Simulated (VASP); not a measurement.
BaS: single point with r2SCAN

Crystal: BaS.

```xyz
4
Lattice="5.3844 0.0000 0.0000 -2.6922 4.6631 0.0000 0.0000 0.0000 6.3817" Properties=species:S:1:pos:R:3 pbc="T T T"
Ba    0.0000    3.1087    1.5954
Ba    2.6922    1.5544    4.7863
S     2.6922    1.5544    1.5954
S     0.0000    3.1087    4.7863
```

```json
{
 "Program": "VASP 6.6.1",
 "Task": "single point",
 "Functional": "r2SCAN",
 "Potentials or basis": "VASP PAW PBE potentials, release 64 (Ba_sv, S)",
 "Cutoff": "520 eV",
 "k mesh": "6 × 6 × 4",
 "Occupations": "gaussian, width 0.01 eV",
 "Spin": "no spin polarisation"
}
```

```
Pressure               : 0.4 GPa
Band gap on the k mesh : 2.82 eV (least direct gap 2.97 eV)
```

Stress tensor (GPa, compression positive):
```
0.37 0.00 0.00
0.00 0.37 0.00
0.00 0.00 0.51
```

Levels at points of the mesh, in eV from the valence-band top:
```
           k point  band 12  band 13  band 14  band 15  band 16  band 17  band 18  band 19  band 20  band 21
(0.00, 0.00, 0.00)    -0.94    -0.88    -0.88    -0.43     0.00     3.08     4.14     4.14     5.37     6.03
(0.50, 0.00, 0.00)    -0.84    -0.49    -0.41    -0.33    -0.32     3.52     3.70     3.85     5.51     5.76
(0.00, 0.00, 0.50)    -1.23    -1.01    -1.01    -1.01    -1.01     4.10     4.10     5.99     5.99     5.99
(0.50, 0.00, 0.50)    -1.51    -0.86    -0.86    -0.52    -0.52     4.19     4.19     5.42     5.42     6.11
```

It took 5.4 min on 1 thread of Intel(R) Xeon(R) Platinum 8259CL CPU @ 2.50GHz (Skylake/Cascade Lake), on a shared host, peak memory 0.33 GiB.

Caveat: the PAW data sets were made with another functional, which shifts forces and pressure a little; spin-orbit coupling is left out, which moves the levels of the heavy elements. A k mesh can miss the band edges.
